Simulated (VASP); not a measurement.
# Mg8HO8 (a cell with a defect) in VASP: relaxation of the atoms with PBE

Aim: the relaxation of the atoms of Mg8HO8 (a cell with a defect) with PBE.

Everything below comes from runs of VASP 6.6.1. Logs are shortened: lines on timing, memory, paths and dates and some standing lists are left out, and cuts for length are marked.

## 1. The cell of the first run

The cell holds a defect, 17 atoms: a = 5.511 Å, b = 5.511 Å, c = 5.511 Å, α = 60.00°, β = 60.00°, γ = 60.00°.

## 2. Relaxation of the atoms, PBE

INCAR

```
SYSTEM = Mg8HO8
PREC = Accurate
ENCUT = 520
EDIFF = 1E-7
ISMEAR = 0
SIGMA = 0.02
LREAL = Auto
LASPH = .True.
NELM = 60
ALGO = Normal
ISIF = 2
LWAVE = .False.
LCHARG = .False.
GGA = PE
IBRION = 2
NSW = 80
EDIFFG = -0.03
NELECT = 64.0
```

KPOINTS

```
Automatic mesh
0
Gamma
  3 3 3
  0 0 0
```

POSCAR

```
Mg8HO8
1.0
    0.0000000000      3.8970000000      3.8970000000
    3.8970000000      0.0000000000      3.8970000000
    3.8970000000      3.8970000000      0.0000000000
Mg O H
8 8 1
Direct
    0.0000000000      0.0000000000      0.0000000000
    0.0000000000      0.0000000000      0.5000000000
    0.0000000000      0.5000000000      0.0000000000
    0.0000000000      0.5000000000      0.5000000000
    0.5000000000      0.0000000000      0.0000000000
    0.5000000000      0.0000000000      0.5000000000
    0.5000000000      0.5000000000      0.0000000000
    0.5000000000      0.5000000000      0.5000000000
    0.2500000000      0.2500000000      0.2500000000
    0.2500000000      0.2500000000      0.7500000000
    0.2500000000      0.7500000000      0.2500000000
    0.2500000000      0.7500000000      0.7500000000
    0.7500000000      0.2500000000      0.2500000000
    0.7500000000      0.2500000000      0.7500000000
    0.7500000000      0.7500000000      0.2500000000
    0.7500000000      0.7500000000      0.7500000000
    0.6253256000      0.6393925000      0.1168748000
```

Potentials or basis: VASP PAW PBE potentials, release 64 (Mg, O, H).

On the command line:

```bash
$ cat potpaw_PBE.64/Mg/POTCAR potpaw_PBE.64/O/POTCAR potpaw_PBE.64/H/POTCAR > POTCAR
$ mpirun -np 1 vasp_std > vasp.out
```

OUTCAR:

```text
SYSTEM = Mg8HO8
   PREC = Accurate
   ENCUT = 520
   EDIFF = 1E-7
   ISMEAR = 0
   LREAL = Auto
   LASPH = .True.
   NELM = 60
   ISIF = 2
   GGA = PE
   IBRION = 2
   NSW = 80
   EDIFFG = -0.03
   NELECT = 64.0

 ion  position               nearest neighbor table
   1  0.000  0.000  0.000-  10 1.95  11 1.95  12 1.95  13 1.95  14 1.95  15 1.95   2 2.76   3 2.76
                             5 2.76   2 2.76   4 2.76   6 2.76   3 2.76   4 2.76   7 2.76   5 2.76
   2  0.000  0.000  0.500-   9 1.95  11 1.95  12 1.95  13 1.95  14 1.95  16 1.95   1 2.76   4 2.76
                             6 2.76   1 2.76   3 2.76   5 2.76   3 2.76   4 2.76   8 2.76   5 2.76
   3  0.000  0.500  0.000-  17 1.69  10 1.95  12 1.95  13 1.95  15 1.95  16 1.95   9 1.95   4 2.76
                             7 2.76   1 2.76   2 2.76   4 2.76   8 2.76   1 2.76   2 2.76   5 2.76
   4  0.000  0.500  0.500-   9 1.95  10 1.95  11 1.95  14 1.95  15 1.95  16 1.95   2 2.76   3 2.76
                             8 2.76   1 2.76   3 2.76   7 2.76   1 2.76   2 2.76   6 2.76   6 2.76
   5  0.500  0.000  0.000-  17 1.62  10 1.95  11 1.95  14 1.95  15 1.95  16 1.95   9 1.95   6 2.76
                             7 2.76   1 2.76   2 2.76   6 2.76   8 2.76   3 2.76   7 2.76   8 2.76
   6  0.500  0.000  0.500-   9 1.95  10 1.95  12 1.95  13 1.95  15 1.95  16 1.95   2 2.76   5 2.76
                             8 2.76   1 2.76   5 2.76   7 2.76   4 2.76   7 2.76   8 2.76   1 2.76
   7  0.500  0.500  0.000-  17 1.72  11 1.95  12 1.95  13 1.95  14 1.95  16 1.95   9 1.95   5 2.76
                             8 2.76   3 2.76   4 2.76   6 2.76   8 2.76   1 2.76   5 2.76   6 2.76
   8  0.500  0.500  0.500-  17 1.73  11 1.95  12 1.95  13 1.95  14 1.95  15 1.95  10 1.95   6 2.76
                             7 2.76   4 2.76   3 2.76   5 2.76   7 2.76   2 2.76   5 2.76   6 2.76
   9  0.250  0.250  0.250-   2 1.95   3 1.95   4 1.95   5 1.95   6 1.95   7 1.95
  10  0.250  0.250  0.750-   1 1.95   3 1.95   4 1.95   5 1.95   6 1.95   8 1.95
  11  0.250  0.750  0.250-   1 1.95   2 1.95   4 1.95   5 1.95   7 1.95   8 1.95
  12  0.250  0.750  0.750-   1 1.95   2 1.95   3 1.95   6 1.95   7 1.95   8 1.95
  13  0.750  0.250  0.250-   1 1.95   2 1.95   3 1.95   6 1.95   7 1.95   8 1.95
  14  0.750  0.250  0.750-   1 1.95   2 1.95   4 1.95   5 1.95   7 1.95   8 1.95
  15  0.750  0.750  0.250-   1 1.95   3 1.95   4 1.95   5 1.95   6 1.95   8 1.95
  16  0.750  0.750  0.750-   2 1.95   3 1.95   4 1.95   5 1.95   6 1.95   7 1.95
  17  0.625  0.639  0.117-   5 1.62   3 1.69   7 1.72   8 1.73

  LATTYP: Found a face centered cubic cell.
 ALAT       =     7.7940000000

  Lattice vectors:

 A1 = (   0.0000000000,   3.8970000000,   3.8970000000)
 A2 = (   3.8970000000,   0.0000000000,   3.8970000000)
 A3 = (   3.8970000000,   3.8970000000,   0.0000000000)

Analysis of symmetry for initial positions (statically):
=====================================================================
 Subroutine PRICEL returns:
 Original cell was already a primitive cell.

 Routine SETGRP: Setting up the symmetry group for a
 face centered cubic supercell.

 Subroutine GETGRP returns: Found  1 space group operations
 (whereof  1 operations were pure point group operations)
 out of a pool of 48 trial point group operations.

The static configuration has the point symmetry C_1 .

Analysis of symmetry for dynamics (positions and initial velocities):
=====================================================================
 Subroutine PRICEL returns:
 Original cell was already a primitive cell.

 Routine SETGRP: Setting up the symmetry group for a
 face centered cubic supercell.

 Subroutine GETGRP returns: Found  1 space group operations
 (whereof  1 operations were pure point group operations)
 out of a pool of 48 trial point group operations.

The dynamic configuration has the point symmetry C_1 .

 Subroutine INISYM returns: Found  1 space group operations
 (whereof  1 operations are pure point group operations),
 and found     1 'primitive' translations

----------------------------------------------------------------------------------------

                                     Primitive cell

  volume of cell :     118.3644

  direct lattice vectors                    reciprocal lattice vectors
     0.000000000  3.897000000  3.897000000    -0.128303823  0.128303823  0.128303823
     3.897000000  0.000000000  3.897000000     0.128303823 -0.128303823  0.128303823
     3.897000000  3.897000000  0.000000000     0.128303823  0.128303823 -0.128303823

  length of vectors
     5.511190253  5.511190253  5.511190253     0.222228741  0.222228741  0.222228741

  position of ions in fractional coordinates (direct lattice)
     0.000000000  0.000000000  0.000000000
     0.000000000  0.000000000  0.500000000
     0.000000000  0.500000000  0.000000000
     0.000000000  0.500000000  0.500000000
     0.500000000  0.000000000  0.000000000
[... 49 lines left out ...]
     0.074076247  0.074076247  0.074076247

  Shift w.r.t. Gamma in fractional coordinates (k-lattice)
     0.000000000  0.000000000  0.000000000

 Subroutine IBZKPT returns following result:
 ===========================================

 Found     14 irreducible k-points:

 Following reciprocal coordinates:
            Coordinates               Weight
  0.000000  0.000000  0.000000      1.000000
  0.333333  0.000000  0.000000      2.000000
  0.000000  0.333333  0.000000      2.000000
  0.000000  0.000000  0.333333      2.000000
  0.333333  0.333333  0.333333      2.000000
  0.333333  0.333333  0.000000      2.000000
  0.000000  0.333333  0.333333      2.000000
  0.333333  0.000000  0.333333      2.000000
 -0.333333  0.333333  0.000000      2.000000
  0.000000 -0.333333  0.333333      2.000000
  0.333333  0.000000 -0.333333      2.000000
  0.333333  0.333333 -0.333333      2.000000
 -0.333333  0.333333 -0.333333      2.000000
  0.333333 -0.333333 -0.333333      2.000000
   k-points           NKPTS =     14   k-points in BZ     NKDIM =     14   number of bands    NBANDS=     41
   number of dos      NEDOS =    301   number of ions     NIONS =     17
   total plane-waves  NPLWV =  74088
   dimension x,y,z NGX =    42 NGY =   42 NGZ =   42
   dimension x,y,z NGXF=    84 NGYF=   84 NGZF=   84
   ions per type =               8   8   1
   NGX,Y,Z   is equivalent  to a cutoff of  12.67, 12.67, 12.67 a.u.
   NGXF,Y,Z  is equivalent  to a cutoff of  25.34, 25.34, 25.34 a.u.
 SYSTEM =  Mg8HO8
   PREC   = accura    normal or accurate (medium, high low for compatibility)
   ISTART =      0    job   : 0-new  1-cont  2-samecut
   ICHARG =      2    charge: 1-file 2-atom 10-const
   ISPIN  =      1    spin polarized calculation?
   LNONCOLLINEAR =      F non collinear calculations
   LSORBIT =      F    spin-orbit coupling
   LASPH  =      T    aspherical Exc in radial PAW
   ENCUT  =  520.0 eV  38.22 Ry    6.18 a.u.  10.25 10.25 10.25*2*pi/ulx,y,z
   NELM   =     60;   NELMIN=  2; NELMDL= -5     # of ELM steps
   EDIFF  = 0.1E-06   stopping-criterion for ELM
   LREAL  =      T    real-space projection
   EDIFFG = -.3E-01   stopping-criterion for IOM
   NSW    =     80    number of steps for IOM
   IBRION =      2    ionic relax: 0-MD 1-quasi-New 2-CG
   NFREE  =      1    steps in history (QN), initial steepest desc. (CG)
   ISIF   =      2    stress and relaxation
   ISYM   =      2    0-nonsym 1-usesym 2-fastsym
   POTIM  = 0.5000    time-step for ionic-motion
   TEBEG  =    0.0;   TEEND  =   0.0 temperature during run
   PSTRESS=    0.0 pullay stress
   NELECT =      64.0000    total number of electrons
   NUPDOWN=      -1.0000    fix difference up-down
   EMIN   =  10.00;   EMAX   =-10.00  energy-range for DOS
   EFERMI =   0.00;   METHOD = LEGACY
   ISMEAR =     0;   SIGMA  =   0.02  broadening in eV -4-tet -1-fermi 0-gaus
   EFERMI_NEDOS =   21; number of points for ismear=-14 and -15
   IALGO  =     38    algorithm
   IMIX   =      4    mixing-type and parameters
     AMIX     =   0.40;   BMIX     =  1.00
     AMIX_MAG =   1.60;   BMIX_MAG =  1.00
  volume/ion in A,a.u.               =       6.96        46.99
  Fermi-wavevector in a.u.,A,eV,Ry     =   1.333709  2.520345 24.201767  1.778780
  Thomas-Fermi vector in A             =   2.462546
   LORBIT       =      0    0 simple, 1 ext, 2 COOP (PROOUT), +10 PAW based schemes
   GGA     = PE    functional components
   LHFCALC =     F    Hartree Fock is set to
   AEXX    =    0.0000 exact exchange contribution
   IVDW    =     0    specifies the selected vdW correction
   LEPSILON=     F    determine dielectric tensor
   LRPA    =     F    only Hartree local field effects (RPA)
 conjugate gradient relaxation of ions
 non-spin polarized calculation
 Gauss-broadening in eV      SIGMA  =   0.02
  energy-cutoff  :      520.00
  volume of cell :      118.36
 maximum number of plane-waves:      3198
 NGX is ok and might be reduce to    42
   NGX = 21   NGY = 21   NGZ = 21

--------------------------------------- Ionic step        1  -------------------------------------------

 number of electron      63.9999997 magnetization

 Free energy of the ion-electron system (eV)
  ---------------------------------------------------
  ext. energy  EPLUGINS =         0.00000000
  ---------------------------------------------------
  free energy    TOTEN  =       -95.76224352 eV

  energy without entropy =      -95.76224352  energy(sigma->0) =      -95.76224352

------------------------ aborting loop because EDIFF is reached ----------------------------------------

  FORCE on cell =-STRESS in cart. coord.  units (eV):
  Direction    XX          YY          ZZ          XY          YZ          ZX
  --------------------------------------------------------------------------------------
  -------------------------------------------------------------------------------------
  Total       43.5198111     43.5164763     43.4928630     -1.1246907     -0.4975795      0.6091234
  in kB      589.0828386    589.0376987    588.7180701    -15.2237796     -6.7352216      8.2450754
  external PRESSURE =     588.9462024 kB  Pullay stress =       0.0000000 kB
[... 134 lines left out ...]
  FREE ENERGIE OF THE ION-ELECTRON SYSTEM (eV)
  ---------------------------------------------------
  free  energy   TOTEN  =       -96.4467297024 eV

  energy  without entropy=      -96.4467297024  energy(sigma->0) =      -96.44672970

[... ionic steps 4 to 55 ...]

--------------------------------------- Ionic step       56  -------------------------------------------

 number of electron      64.0000000 magnetization

------------------------ aborting loop because EDIFF is reached ----------------------------------------
[... 97 lines left out ...]
--------------------------------------- Ionic step       58  -------------------------------------------

 number of electron      64.0000000 magnetization

 Free energy of the ion-electron system (eV)
  ---------------------------------------------------
  ext. energy  EPLUGINS =         0.00000000
  ---------------------------------------------------
  free energy    TOTEN  =       -97.35418920 eV

  energy without entropy =      -97.35418920  energy(sigma->0) =      -97.35418920

 E-fermi :   5.4648     XC(G=0): -12.2247

 val. band max:        5.3065323314   @ k =   0.0000   0.0000   0.0000
 cond. band min:      11.0559545841   @ k =   0.0000   0.0000   0.0000
 fundamental gap:      5.7494222526
 Fermi energy:         5.4647629567

 k-point     1 :       0.0000    0.0000    0.0000
  band No.  band energies     occupation
      1     -15.5769      2.00000
      2     -12.7475      2.00000
      3     -11.3017      2.00000
      4     -11.1715      2.00000
      5     -11.1507      2.00000
      6     -11.1461      2.00000
[... 649 lines left out ...]
  FREE ENERGIE OF THE ION-ELECTRON SYSTEM (eV)
  ---------------------------------------------------
  free  energy   TOTEN  =       -97.3541891988 eV

  energy  without entropy=      -97.3541891988  energy(sigma->0) =      -97.35418920

 reached required accuracy - stopping structural energy minimisation
```

Run time: 64 min. Hardware: 1 thread of Intel Xeon 6975P-C (Granite Rapids), shared host; peak memory 0.29 GiB.

Results:

* Free energy: -97.3542 eV
* Energy gained by relaxing: 93.6 meV/atom
* Ionic steps: 58
* Largest force after relaxing: 0.025 eV/Å

Forces in eV/Å, atoms in the order of the input:
```
Mg  -0.003 -0.006  0.002
Mg   0.010  0.007  0.006
Mg   0.003  0.003  0.006
Mg   0.006 -0.005  0.004
Mg   0.000  0.004  0.001
Mg   0.000  0.003  0.008
Mg  -0.001 -0.004 -0.012
Mg   0.000 -0.003  0.001
O   -0.001  0.006  0.002
O   -0.009 -0.002 -0.002
O   -0.001 -0.003 -0.007
O    0.001 -0.007  0.002
O    0.001 -0.009 -0.002
O   -0.004 -0.002 -0.007
O    0.007  0.005 -0.001
O    0.005 -0.002  0.011
H   -0.015  0.016 -0.012
```

The path:
| step | energy change (eV) | largest force (eV/Å) | pressure (GPa) |
| --- | --- | --- | --- |
| 1 | 0.0000 | 4.0321 | 58.89 |
| 3 | -0.6845 | 0.8061 | 58.78 |
| 5 | -0.7538 | 0.1789 | 58.58 |
| 7 | -0.7573 | 0.2203 | 58.50 |
| 9 | -0.7723 | 0.3831 | 58.50 |
| 11 | -0.8366 | 1.0635 | 58.85 |
| 13 | -0.8382 | 1.1496 | 58.95 |
| 15 | -0.8404 | 1.1747 | 58.97 |
| 17 | -0.8485 | 1.2868 | 59.11 |
| 19 | -0.8612 | 1.4424 | 59.35 |
| 21 | -0.9270 | 1.4946 | 59.62 |
| 23 | -0.9620 | 2.3151 | 61.52 |
| 25 | -1.0500 | 1.2181 | 60.46 |
| 27 | -1.2499 | 0.9447 | 60.44 |
| 29 | -1.3810 | 0.7659 | 60.94 |
| 31 | -1.4399 | 0.4116 | 61.02 |
| 33 | -1.4596 | 0.3635 | 61.07 |
| 35 | -1.4665 | 0.3952 | 61.23 |
| 37 | -1.4784 | 0.3805 | 61.11 |
| 39 | -1.4992 | 0.3057 | 61.25 |
| 41 | -1.5088 | 0.6228 | 61.40 |
| 43 | -1.5280 | 0.5659 | 61.34 |
| 45 | -1.5372 | 0.5393 | 61.26 |
| 47 | -1.5660 | 0.5925 | 61.24 |
| 49 | -1.5793 | 0.4920 | 60.94 |
| 51 | -1.5865 | 0.1730 | 61.07 |
| 53 | -1.5903 | 0.0968 | 60.95 |
| 55 | -1.5915 | 0.1067 | 60.90 |
| 57 | -1.5918 | 0.0489 | 60.93 |
| 58 | -1.5919 | 0.0251 | 60.91 |

Final structure:
```yaml
crystal:
  lattice:
    - [0.00000, 3.89700, 3.89700]
    - [3.89700, 0.00000, 3.89700]
    - [3.89700, 3.89700, 0.00000]
  atoms:
    - { symbol: Mg, position: [0.99889, 0.99933, 0.00340] }
    - { symbol: Mg, position: [0.99889, 0.99939, 0.50750] }
    - { symbol: Mg, position: [0.02100, 0.48360, 0.01255] }
    - { symbol: Mg, position: [0.99892, 0.49524, 0.50740] }
    - { symbol: Mg, position: [0.48270, 0.02264, 0.01240] }
    - { symbol: Mg, position: [0.49434, 0.99948, 0.50754] }
    - { symbol: Mg, position: [0.48325, 0.48360, 0.01255] }
    - { symbol: Mg, position: [0.49882, 0.49927, 0.50364] }
    - { symbol: O, position: [0.24313, 0.24420, 0.26983] }
    - { symbol: O, position: [0.24876, 0.24962, 0.75551] }
    - { symbol: O, position: [0.25139, 0.74908, 0.25179] }
    - { symbol: O, position: [0.24889, 0.74699, 0.75566] }
    - { symbol: O, position: [0.74845, 0.25139, 0.25219] }
    - { symbol: O, position: [0.74669, 0.24957, 0.75548] }
    - { symbol: O, position: [0.74826, 0.74910, 0.25172] }
    - { symbol: O, position: [0.74355, 0.74435, 0.76878] }
    - { symbol: H, position: [0.66942, 0.67253, 0.98893] }
```

Caveat: the k points lie up to 0.47 Å⁻¹ apart; the cell carries a net charge on a neutralising background, which shifts energy and pressure; the cell is charged against a uniform background, so pressure and absolute levels hang on convention.
